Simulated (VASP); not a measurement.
Runs of VASP 6.6.1 on As. The structure is that of space group Pm-3m (No. 221), or close to it. The cells are those of the table. 

```tsv
task	cell	cutoff (eV)	gap on the mesh (eV)	pressure (GPa)
relaxation of cell and atoms	relaxed to 6 GPa from a = 2.704 Å, 1 atom	600	none	5.9
single point	a = 2.688 Å, 1 atom	520	none	(b)
single point	a = 2.622 Å, 1 atom	520	none	8.6
single point	a = 2.637 Å, 1 atom	520	none	6.5
single point	a = 2.669 Å, 1 atom	520	none	(a)
relaxation of cell and atoms	relaxed to 4 GPa from a = 2.704 Å, 1 atom	600	none	4.0
relaxation of cell and atoms	relaxed from a = 2.704 Å, 1 atom	600	none	0.0
relaxation of cell and atoms	relaxed to 2 GPa from a = 2.704 Å, 1 atom	600	none	2.0
relaxation of cell and atoms	relaxed to 8 GPa from a = 2.704 Å, 1 atom	600	none	7.8
single point	a = 2.652 Å, 1 atom	520	none	4.4
```

Alike in all rows: level PBEsol; potentials or basis VASP PAW PBE potentials, release 64 (As); no spin polarisation; k mesh 10 × 10 × 10; smearing fermi-dirac 0.1 eV.

Problem. Fill in the values left out.

Solution. (a) 2.4; (b) 0.3.

Caveats: the PAW data sets were made with another functional, which shifts forces and pressure a little; the cell is relaxed towards a set pressure, so the enthalpy falls and the energy may rise (some runs).

A k mesh can miss the band edges, and the runs leave out spin-orbit coupling on As.

A gap of «none» marks levels without a gap at the run's occupations.
